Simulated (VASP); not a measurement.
# NiO2 (R-3m) in VASP: notebook

Runs on NiO2. Level: PBEsol. Tasks: single point.

Program: VASP 6.6.1. These are calculated values, not measurements. Logs are shortened: lines on timing, memory, paths and dates and some standing lists are left out, and cuts for length are marked.

### Step 1. The cell of the first run

Symmetry: R-3m, No. 166, trigonal system. Conventional cell: a = 2.783 Å, b = 2.783 Å, c = 19.689 Å, α = 90.00°, β = 90.00°, γ = 120.00°. Ni (site symmetry -3m) has 6 O at 1.86 Å within 2.5 Å. Within 2.5 Å of O (site symmetry 3m) lie 3 Ni at 1.86 Å and 3 O at 2.46 Å.

### Step 2. Single point, PBEsol (14.67 Å³/atom)

Input file INCAR:

```
PREC = Accurate ; ENCUT = 520
EDIFF = 1E-6 ; ISMEAR = 0
SIGMA = 0.02 ; LREAL = F
LASPH = T ; NELM = 60
ALGO = Normal ; ISIF = 2
LWAVE = F ; LCHARG = F
GGA = PS ; NBANDS = 18
```

Input file KPOINTS:

```
regular mesh
0
Gamma
  12 12 12
```

Input file POSCAR:

```
NiO2
1.0
    1.3915017907      0.8033839334      6.5628849414
   -1.3915017907      0.8033839334      6.5628849414
    0.0000000000     -1.6067678669      6.5628849414
Ni O
1 2
Direct
    0.0000000000      0.0000000000      0.0000000000
    0.6192413675      0.6192413675      0.6192413675
    0.3807586325      0.3807586325      0.3807586325
```

Potentials or basis: VASP PAW PBE potentials, release 64 (Ni, O).

Launch:

```sh
cat potpaw_PBE.64/Ni/POTCAR potpaw_PBE.64/O/POTCAR > POTCAR
mpirun -np 1 vasp_std > vasp.out
```

OUTCAR:

```text
PREC = Accurate
   ENCUT = 520
   EDIFF = 1E-6
   ISMEAR = 0
   LREAL = F
   LASPH = T
   NELM = 60
   ISIF = 2
   GGA = PS

 ion  position               nearest neighbor table
   1  0.000  0.000  0.000-   2 1.86   3 1.86   2 1.86   2 1.86   3 1.86   3 1.86
   2  0.619  0.619  0.619-   1 1.86   1 1.86   1 1.86
   3  0.381  0.381  0.381-   1 1.86   1 1.86   1 1.86

  LATTYP: Found a trigonal (rhomboedric) cell.
 ALAT       =     6.7567123464
 COS(alpha) =     0.9151744519

  Lattice vectors:

 A1 = (   1.3915017907,   0.8033839334,   6.5628849414)
 A2 = (  -1.3915017907,   0.8033839334,   6.5628849414)
 A3 = (   0.0000000000,  -1.6067678669,   6.5628849414)

Analysis of symmetry for initial positions (statically):
=====================================================================
 Subroutine PRICEL returns:
 Original cell was already a primitive cell.

 Routine SETGRP: Setting up the symmetry group for a
 trigonal (rhombohedral) supercell.

 Subroutine GETGRP returns: Found 12 space group operations
 (whereof 12 operations were pure point group operations)
 out of a pool of 12 trial point group operations.

The static configuration has the point symmetry D_3d.

Analysis of symmetry for dynamics (positions and initial velocities):
=====================================================================
 Subroutine PRICEL returns:
 Original cell was already a primitive cell.

 Routine SETGRP: Setting up the symmetry group for a
 trigonal (rhombohedral) supercell.

 Subroutine GETGRP returns: Found 12 space group operations
 (whereof 12 operations were pure point group operations)
 out of a pool of 12 trial point group operations.

The dynamic configuration has the point symmetry D_3d.

 Subroutine INISYM returns: Found 12 space group operations
 (whereof 12 operations are pure point group operations),
 and found     1 'primitive' translations

----------------------------------------------------------------------------------------

                                     Primitive cell

  volume of cell :      44.0203

  direct lattice vectors                    reciprocal lattice vectors
     1.391501791  0.803383933  6.562884941     0.359324008  0.207455813  0.050790672
    -1.391501791  0.803383933  6.562884941    -0.359324008  0.207455813  0.050790672
     0.000000000 -1.606767867  6.562884941     0.000000000 -0.414911625  0.050790672

  length of vectors
     6.756712346  6.756712346  6.756712346     0.418008790  0.418008790  0.418008790

  position of ions in fractional coordinates (direct lattice)
     0.000000000  0.000000000  0.000000000
     0.619241368  0.619241368  0.619241368
     0.380758632  0.380758632  0.380758632

  ion indices of the primitive-cell ions
   primitive index   ion index
                 1           1
                 2           2
                 3           3

----------------------------------------------------------------------------------------

 KPOINTS: regular mesh

Automatic generation of k-mesh.
 Grid dimensions read from file:
 generate k-points for:   12   12   12

 Generating k-lattice:

  Cartesian coordinates                     Fractional coordinates (reciprocal lattice)
     0.029943667  0.017287984  0.004232556     0.083333333 -0.000000000  0.000000000
    -0.029943667  0.017287984  0.004232556    -0.000000000  0.083333333  0.000000000
     0.000000000 -0.034575969  0.004232556     0.000000000  0.000000000  0.083333333

  Length of vectors
     0.034834066  0.034834066  0.034834066

  Shift w.r.t. Gamma in fractional coordinates (k-lattice)
     0.000000000  0.000000000  0.000000000

 Subroutine IBZKPT returns following result:
 ===========================================

 Found    189 irreducible k-points:

 Following reciprocal coordinates:
            Coordinates               Weight
  0.000000  0.000000  0.000000      1.000000
  0.083333  0.000000 -0.000000      6.000000
  0.166667 -0.000000 -0.000000      6.000000
  0.250000 -0.000000 -0.000000      6.000000
  0.333333  0.000000  0.000000      6.000000
  0.416667  0.000000  0.000000      6.000000
[... 16 lines left out ...]
  0.500000  0.166667 -0.000000     12.000000
 -0.416667  0.166667  0.000000     12.000000
 [... further k-points ...]
   k-points           NKPTS =    189   k-points in BZ     NKDIM =    189   number of bands    NBANDS=     18
   number of dos      NEDOS =    301   number of ions     NIONS =      3
   total plane-waves  NPLWV = 125000
   dimension x,y,z NGX =    50 NGY =   50 NGZ =   50
   dimension x,y,z NGXF=   100 NGYF=  100 NGZF=  100
   ions per type =               1   2
   NGX,Y,Z   is equivalent  to a cutoff of  12.30, 12.30, 12.30 a.u.
   NGXF,Y,Z  is equivalent  to a cutoff of  24.60, 24.60, 24.60 a.u.
 SYSTEM =  unknown system
   PREC   = accura    normal or accurate (medium, high low for compatibility)
   ISTART =      0    job   : 0-new  1-cont  2-samecut
   ICHARG =      2    charge: 1-file 2-atom 10-const
   ISPIN  =      1    spin polarized calculation?
   LNONCOLLINEAR =      F non collinear calculations
   LSORBIT =      F    spin-orbit coupling
   LASPH  =      T    aspherical Exc in radial PAW
   ENCUT  =  520.0 eV  38.22 Ry    6.18 a.u.  12.56 12.56 12.56*2*pi/ulx,y,z
   NELM   =     60;   NELMIN=  2; NELMDL= -5     # of ELM steps
   EDIFF  = 0.1E-05   stopping-criterion for ELM
   LREAL  =      F    real-space projection
   EDIFFG = 0.1E-04   stopping-criterion for IOM
   NSW    =      0    number of steps for IOM
   IBRION =     -1    ionic relax: 0-MD 1-quasi-New 2-CG
   NFREE  =      0    steps in history (QN), initial steepest desc. (CG)
   ISIF   =      2    stress and relaxation
   ISYM   =      2    0-nonsym 1-usesym 2-fastsym
   POTIM  = 0.5000    time-step for ionic-motion
   TEBEG  =    0.0;   TEEND  =   0.0 temperature during run
   PSTRESS=    0.0 pullay stress
   NELECT =      22.0000    total number of electrons
   NUPDOWN=      -1.0000    fix difference up-down
   EMIN   =  10.00;   EMAX   =-10.00  energy-range for DOS
   EFERMI =   0.00;   METHOD = LEGACY
   ISMEAR =     0;   SIGMA  =   0.02  broadening in eV -4-tet -1-fermi 0-gaus
   EFERMI_NEDOS =   21; number of points for ismear=-14 and -15
   IALGO  =     38    algorithm
   IMIX   =      4    mixing-type and parameters
     AMIX     =   0.40;   BMIX     =  1.00
     AMIX_MAG =   1.60;   BMIX_MAG =  1.00
  volume/ion in A,a.u.               =      14.67        99.02
  Fermi-wavevector in a.u.,A,eV,Ry     =   1.299166  2.455068 22.964362  1.687833
  Thomas-Fermi vector in A             =   2.430448
   LORBIT       =      0    0 simple, 1 ext, 2 COOP (PROOUT), +10 PAW based schemes
   GGA     = PS    functional components
   LHFCALC =     F    Hartree Fock is set to
   AEXX    =    0.0000 exact exchange contribution
   IVDW    =     0    specifies the selected vdW correction
   LEPSILON=     F    determine dielectric tensor
   LRPA    =     F    only Hartree local field effects (RPA)
 non-spin polarized calculation
 Gauss-broadening in eV      SIGMA  =   0.02
  energy-cutoff  :      520.00
  volume of cell :       44.02
 maximum number of plane-waves:      1197
   NGX = 25   NGY = 25   NGZ = 25

 number of electron      21.9999996 magnetization

 Free energy of the ion-electron system (eV)
  ---------------------------------------------------
  ext. energy  EPLUGINS =         0.00000000
  ---------------------------------------------------
  free energy    TOTEN  =       -18.75760739 eV

  energy without entropy =      -18.75760739  energy(sigma->0) =      -18.75760739

 E-fermi :  -0.4279     XC(G=0):  -8.4026

 val. band max:       -0.5668484564   @ k =  -0.4167   0.5000   0.4167
 cond. band min:       0.6863442593   @ k =   0.4167   0.4167   0.1667
 fundamental gap:      1.2531927157
 Fermi energy:        -0.4279111012

 k-point     1 :       0.0000    0.0000    0.0000
  band No.  band energies     occupation
      1     -20.1106      2.00000
      2     -17.6408      2.00000
      3      -6.1018      2.00000
      4      -6.1018      2.00000
      5      -5.9742      2.00000
      6      -2.6138      2.00000
[... 10 lines left out ...]
     17      13.9516      0.00000
     18      19.4725      0.00000

 k-point     2 :       0.0833    0.0000   -0.0000
  band No.  band energies     occupation
      1     -20.0158      2.00000
      2     -17.6449      2.00000
      3      -6.1578      2.00000
      4      -6.0429      2.00000
      5      -5.8771      2.00000
      6      -2.9112      2.00000
[... 10 lines left out ...]
     17      14.1455      0.00000
     18      18.7086      0.00000

 k-point     3 :       0.1667   -0.0000   -0.0000
  band No.  band energies     occupation
      1     -19.7450      2.00000
      2     -17.6602      2.00000
      3      -6.2678      2.00000
      4      -5.8812      2.00000
      5      -5.6078      2.00000
      6      -3.7026      2.00000
[... 10 lines left out ...]
     17      14.7074      0.00000
     18      17.2664      0.00000

 k-point     4 :       0.2500   -0.0000   -0.0000
  band No.  band energies     occupation
      1     -19.3409      2.00000
      2     -17.6947      2.00000
      3      -6.3550      2.00000
      4      -5.6659      2.00000
      5      -5.3221      2.00000
      6      -4.5275      2.00000
[... 10 lines left out ...]
     17      15.4810      0.00000
     18      16.0089      0.00000

 k-point     5 :       0.3333    0.0000    0.0000
  band No.  band energies     occupation
      1     -18.8743      2.00000
      2     -17.7608      2.00000
      3      -6.5634      2.00000
      4      -5.5144      2.00000
      5      -5.4823      2.00000
      6      -4.4671      2.00000
[... 10 lines left out ...]
     17      15.1138      0.00000
     18      16.0010      0.00000

 k-point     6 :       0.4167    0.0000    0.0000
  band No.  band energies     occupation
      1     -18.4369      2.00000
      2     -17.8804      2.00000
      3      -7.0149      2.00000
      4      -5.3992      2.00000
      5      -5.3941      2.00000
      6      -4.2342      2.00000
[... 10 lines left out ...]
     17      14.7313      0.00000
     18      15.3782      0.00000

 k-point     7 :       0.5000   -0.0000   -0.0000
  band No.  band energies     occupation
      1     -18.1432      2.00000
      2     -18.0512      2.00000
      3      -7.2282      2.00000
      4      -5.3756      2.00000
      5      -5.1994      2.00000
      6      -4.2920      2.00000
[... 10 lines left out ...]
     17      14.5642      0.00000
     18      15.0256      0.00000

 k-point     8 :       0.0833    0.0833   -0.0000
  band No.  band energies     occupation
      1     -20.0157      2.00000
      2     -17.6449      2.00000
      3      -6.1579      2.00000
      4      -6.0429      2.00000
      5      -5.8764      2.00000
      6      -2.9111      2.00000
[... 10 lines left out ...]
     17      14.1594      0.00000
     18      18.7130      0.00000
[... 229 lines left out ...]
     17      14.7285      0.00000
     18      17.3061      0.00000

 k-point    20 :       0.2500    0.1667   -0.0000
  band No.  band energies     occupation
      1     -19.4952      2.00000
      2     -17.6789      2.00000
      3      -6.3058      2.00000
      4      -5.7719      2.00000
      5      -5.3874      2.00000
      6      -4.1397      2.00000
[... 10 lines left out ...]
     17      15.2044      0.00000
     18      16.5047      0.00000

 k-point    21 :       0.3333    0.1667    0.0000
  band No.  band energies     occupation
      1     -19.1261      2.00000
      2     -17.7136      2.00000
      3      -6.2826      2.00000
      4      -5.7615      2.00000
      5      -5.1796      2.00000
      6      -4.3982      2.00000
[... 10 lines left out ...]
     17      15.5252      0.00000
     18      15.9389      0.00000

 k-point    22 :       0.4167    0.1667   -0.0000
  band No.  band energies     occupation
      1     -18.7078      2.00000
      2     -17.7711      2.00000
      3      -6.3164      2.00000
      4      -5.9688      2.00000
      5      -5.0983      2.00000
      6      -4.3240      2.00000
[... 10 lines left out ...]
     17      14.9302      0.00000
     18      15.9345      0.00000

 k-point    23 :       0.5000    0.1667   -0.0000
  band No.  band energies     occupation
      1     -18.3286      2.00000
      2     -17.8656      2.00000
      3      -6.6840      2.00000
      4      -5.9528      2.00000
      5      -4.9073      2.00000
      6      -4.2229      2.00000
[... 10 lines left out ...]
     17      14.6720      0.00000
     18      15.6376      0.00000

 k-point    24 :      -0.4167    0.1667    0.0000
  band No.  band energies     occupation
      1     -18.0968      2.00000
      2     -17.9878      2.00000
      3      -6.8659      2.00000
      4      -5.9305      2.00000
      5      -4.5565      2.00000
      6      -4.4785      2.00000
[... 10 lines left out ...]
     17      14.7996      0.00000
     18      15.4210      0.00000

 [... further k-points ...]

------------------------ aborting loop because EDIFF is reached ----------------------------------------

  FORCE on cell =-STRESS in cart. coord.  units (eV):
  Direction    XX          YY          ZZ          XY          YZ          ZX
  --------------------------------------------------------------------------------------
  -------------------------------------------------------------------------------------
  Total        0.1690100      0.1690100      0.0542460     -0.0000000     -0.0000000      0.0000000
  in kB        6.1513445      6.1513445      1.9743566     -0.0000000     -0.0000000      0.0000000
  external PRESSURE =       4.7590152 kB  Pullay stress =       0.0000000 kB

 VOLUME and BASIS-vectors are now :
 -----------------------------------------------------------------------------
  energy-cutoff  :      520.00
  volume of cell :       44.02
      direct lattice vectors                 reciprocal lattice vectors
     1.391501791  0.803383933  6.562884941     0.359324008  0.207455813  0.050790672
    -1.391501791  0.803383933  6.562884941    -0.359324008  0.207455813  0.050790672
     0.000000000 -1.606767867  6.562884941     0.000000000 -0.414911625  0.050790672

 POSITION                                       TOTAL-FORCE (eV/Angst)
 -----------------------------------------------------------------------------------
      0.00000      0.00000      0.00000         0.000000      0.000000     -0.000000
      0.00000     -0.00000     12.19203         0.000000      0.000000     -0.061852
      0.00000     -0.00000      7.49663         0.000000     -0.000000      0.061852
 -----------------------------------------------------------------------------------
    total drift:                                0.000000      0.000000     -0.000000

  FREE ENERGIE OF THE ION-ELECTRON SYSTEM (eV)
  ---------------------------------------------------
  free  energy   TOTEN  =       -18.7576073869 eV

  energy  without entropy=      -18.7576073869  energy(sigma->0) =      -18.75760739
```

Run time: 17 min. Hardware: 1 thread of Intel Xeon Platinum 8259CL at 2.50GHz (Skylake/Cascade Lake), shared host; peak memory 0.42 GiB.

Results:

* Free energy: -18.7576 eV
* Pressure: 0.5 GPa
* Largest force: 0.062 eV/Å
* Band gap on the k mesh: 1.25 eV (least direct gap 1.49 eV)

Forces on the atoms (eV/Å):
```
Ni   0.000  0.000  0.000
O    0.000  0.000 -0.062
O    0.000  0.000  0.062
```

Levels at points of the mesh, in eV from the valence-band top:
| k point | band 7 | band 8 | band 9 | band 10 | band 11 | band 12 | band 13 | band 14 | band 15 | band 16 |
| --- | --- | --- | --- | --- | --- | --- | --- | --- | --- | --- |
| (0.00, 0.00, 0.00) | -2.05 | -1.25 | -0.95 | -0.95 | -0.10 | 2.43 | 2.43 | 7.12 | 10.68 | 11.07 |
| (0.50, 0.00, 0.00) | -2.67 | -1.72 | -1.65 | -1.56 | -0.93 | 1.77 | 2.32 | 12.19 | 12.72 | 13.80 |
| (0.50, 0.50, 0.00) | -2.67 | -1.70 | -1.65 | -1.56 | -0.93 | 1.75 | 2.32 | 12.44 | 13.04 | 13.29 |
| (0.50, 0.50, 0.50) | -2.05 | -1.34 | -0.95 | -0.95 | -0.07 | 2.43 | 2.43 | 7.99 | 8.89 | 11.59 |

Caveat: the PAW data sets were made with another functional, which shifts forces and pressure a little; the run has no spin polarisation, though such a crystal can be magnetic. A k mesh can miss the band edges.

### Step 3. Single point, PBEsol (15.14 Å³/atom)

This run uses another cell than the first one, of 15.14 Å³/atom.

Input file INCAR:

```
ALGO     = Normal         # electronic algorithm
EDIFF    = 1E-6           # SCF threshold, eV
ENCUT    = 520            # plane-wave cutoff, eV
GGA      = PS             # functional
ISIF     = 2              # what is computed and relaxed
ISMEAR   = 0              # smearing method
LASPH    = True           # aspherical terms in the spheres
LCHARG   = True           # write CHGCAR
LELF     = True           # ELF
LREAL    = False          # projectors in reciprocal space
LVHAR    = True         
LWAVE    = False          # write WAVECAR
NBANDS   = 18             # bands
NELM     = 60             # most SCF steps
PREC     = Accurate       # precision mode
SIGMA    = 0.02           # smearing width, eV
```

Input file KPOINTS:

```
k-points
0
Gamma
  12 12 12
```

Input file POSCAR:

```
NiO2
1.0
    1.3914836486      0.8033734591      6.7725153121
   -1.3914836486      0.8033734591      6.7725153121
    0.0000000000     -1.6067469182      6.7725153121
Ni O
1 2
Direct
    0.0000000000      0.0000000000      0.0000000000
    0.6207089526      0.6207089526      0.6207089526
    0.3792910474      0.3792910474      0.3792910474
```

Potentials or basis: VASP PAW PBE potentials, release 64 (Ni, O).

Launch:

```sh
cat potpaw_PBE.64/Ni/POTCAR potpaw_PBE.64/O/POTCAR > POTCAR
mpirun -np 1 vasp_std > vasp.out
```

Wall time 27 min (1 thread of Intel Xeon Platinum 8259CL at 2.50GHz (Skylake/Cascade Lake), shared host); peak memory 0.47 GiB.

The run converged. Its results:

```yaml
Free_energy: -18.7574 eV
Pressure: 0.5 GPa
Largest_force: 0.062 eV/Å
Band_gap_on_the_k_mesh: 1.26 eV (least direct gap 1.49 eV)
```

Forces in eV/Å, atoms in the order of the input:
```
Ni   0.000  0.000  0.000
O    0.000  0.000 -0.062
O    0.000  0.000  0.062
```

Stress tensor (GPa, compression positive):
```
0.59 0.00 0.00
0.00 0.59 0.00
0.00 0.00 0.21
```

Levels at points of the mesh, in eV from the valence-band top:
```tsv
k point	band 9	band 10	band 11	band 12	band 13	band 14
(0.00, 0.00, 0.00)	-0.94	-0.94	-0.10	2.43	2.43	7.08
(0.50, 0.00, 0.00)	-1.65	-1.56	-0.92	1.77	2.32	12.20
(0.50, 0.50, 0.00)	-1.65	-1.56	-0.92	1.76	2.32	12.44
(0.50, 0.50, 0.50)	-0.94	-0.94	-0.07	2.43	2.43	7.87
```

Caveat: the PAW data sets were made with another functional, which shifts forces and pressure a little; the run has no spin polarisation, though such a crystal can be magnetic. Spin polarisation is off, so any magnetic state and its effect on volume and gap are missing.

[end of part 1 of 3]
